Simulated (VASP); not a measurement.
# As: relaxation of cell and atoms with PBEsol

As:

```
CELL_PARAMETERS angstrom
1.88080 1.08588 3.51406
-1.88080 1.08588 3.51406
0.00000 -2.17176 3.51406
ATOMIC_POSITIONS crystal
As 0.22600 0.22600 0.22600
As 0.77400 0.77400 0.77400
```

```yaml
Program: VASP 6.6.1
Task: relaxation of cell and atoms
Functional: PBEsol
Potentials_or_basis: VASP PAW PBE potentials, release 64 (As)
Cutoff: 600 eV
k_mesh: 9 × 9 × 9
Occupations: fermi-dirac, width 0.05 eV
Spin: no spin polarisation
Target_pressure: 30 GPa
Dipole_correction: no
Further_INCAR_settings: ALGO = Normal; EDIFF = 1e-06; IBRION = 2; EDIFFG = -0.01; NSW = 60; ISIF = 3
```

| Item | Value |
| --- | --- |
| Relaxed volume | 15.83 Å³/atom |
| Relaxed cell | a = 3.555 Å, b = 3.555 Å, c = 3.555 Å, α = 59.84°, β = 59.84°, γ = 59.84° |
| Space group after relaxing (to 0.05 Å) | R-3m (No. 166) |
| Energy change on relaxing (the enthalpy is what falls) | +360.2 meV/atom |
| Ionic steps | 17 |
| Pressure after relaxing | 30.0 GPa |
| Largest force after relaxing | 0.007 eV/Å |
| Band gap on the k mesh | zero (band 5 reaches 8.98 eV, above the bottom of band 6 at 8.06 eV) |

Forces in eV/Å, atoms in the order of the input:
```
As   0.000  0.000  0.007
As   0.000  0.000 -0.007
```

Stress tensor (GPa, compression positive):
```
29.97  0.00  0.00
 0.00 29.97  0.00
 0.00  0.00 30.10
```

The path:
| step | energy change (eV) | largest force (eV/Å) | pressure (GPa) | volume (Å³) |
| --- | --- | --- | --- | --- |
| 1 | 0.0000 | 0.4400 | 0.69 | 43.06 |
| 2 | 6.5836 | 8.8547 | 185.29 | 22.88 |
| 3 | 0.5680 | 2.3187 | 26.27 | 34.89 |
| 4 | 0.6700 | 2.5164 | 29.40 | 34.29 |
| 5 | 0.7235 | 2.6170 | 31.00 | 33.99 |
| 6 | 0.7824 | 0.7315 | 34.19 | 31.67 |
| 7 | 0.9237 | 0.3459 | 37.63 | 30.81 |
| 8 | 0.3974 | 0.1738 | 18.45 | 33.86 |
| 9 | 0.6828 | 0.0849 | 29.39 | 31.93 |
| 10 | 0.6870 | 0.0893 | 29.54 | 31.91 |
| 11 | 0.6925 | 0.0575 | 29.67 | 31.86 |
| 12 | 0.7155 | 0.0141 | 30.06 | 31.69 |
| 13 | 0.7318 | 0.0091 | 30.34 | 31.60 |
| 14 | 0.7258 | 0.0115 | 30.22 | 31.63 |
| 15 | 0.7270 | 0.0110 | 30.24 | 31.62 |
| 16 | 0.6985 | 0.0073 | 29.22 | 31.78 |
| 17 | 0.7205 | 0.0066 | 30.01 | 31.66 |

Final structure:
```xyz
2
Lattice="1.7733 1.0238 2.9062 -1.7733 1.0238 2.9062 0.0000 -2.0476 2.9062" Properties=species:S:1:pos:R:3 pbc="T T T"
As    0.0000    0.0000    2.1488
As    0.0000    0.0000    6.5699
```

Levels at points of the mesh, in eV from the Fermi level:
| k point | band 1 | band 2 | band 3 | band 4 | band 5 | band 6 | band 7 | band 8 | band 9 |
| --- | --- | --- | --- | --- | --- | --- | --- | --- | --- |
| (0.00, 0.00, 0.00) | -17.43 | -3.17 | -2.45 | -2.41 | -2.41 | 4.61 | 4.79 | 4.79 | 5.42 |

It took 4.3 min on 1 thread of AMD EPYC 9R45 96-Core Processor (Zen 5), with other jobs on the host, peak memory 0.2 GiB.

Caveat: the cell is relaxed towards a set pressure, so the enthalpy falls and the energy may rise; the volume moved by over 15 % at a fixed basis, so the end points are rough; the PAW data sets were made with another functional, which shifts forces and pressure a little.
